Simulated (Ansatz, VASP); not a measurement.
**Two plane-wave programs on NiO**

```xyz
2
Lattice="0.0000 2.2835 2.2835 2.2835 0.0000 2.2835 2.2835 2.2835 0.0000" Properties=species:S:1:pos:R:3 pbc="T T T"
Ni    0.0000    0.0000    0.0000
O     1.1418    1.1418    1.1418
```

Alike in both runs: functional PBEsol-based screened hybrid; k mesh 5 × 5 × 5; occupations fermi-dirac, width 0.05 eV; collinear spin.

|  | VASP | Ansatz |
| --- | --- | --- |
| version | VASP 6.6.1 | Ansatz 0.2.0 |
| potentials or method | VASP PAW PBE potentials, release 64 (Ni, O) | Ansatz PAW |
| plane-wave cutoff (eV) | 520 | 420 |
| valence electrons in the cell | 16 | 24 |
| task | single point | band structure |

Ansatz gave:

```
gap on the k mesh at the Fermi level (eV)                     : none
pressure (GPa)                                                : -16.5
net moment per atom (μB)                                      : 1.00
size of the moment on the site where the two differ most (μB) : 1.66
```

**Question.** What did VASP give for the same quantities?

**Answer.** gap on the k mesh at the Fermi level (eV): none; pressure (GPa): -16.1; net moment per atom (μB): 1.00; size of the moment on the site where the two differ most (μB): 1.65.

VASP's potentials were made for PBE, not for PBEsol-based screened hybrid. Site moments also hang on the region over which each program counts them. A gap of «none» marks a metal or a gap that the smearing closes. VASP's potentials hold 16 valence electrons a cell and Ansatz's 24, so a difference there can come from the potentials and not from the codes.

The k mesh is coarse, so the values compare programs but aren't converged. Noted on Ansatz's run: the magnetic or orbital state may not be the lowest.
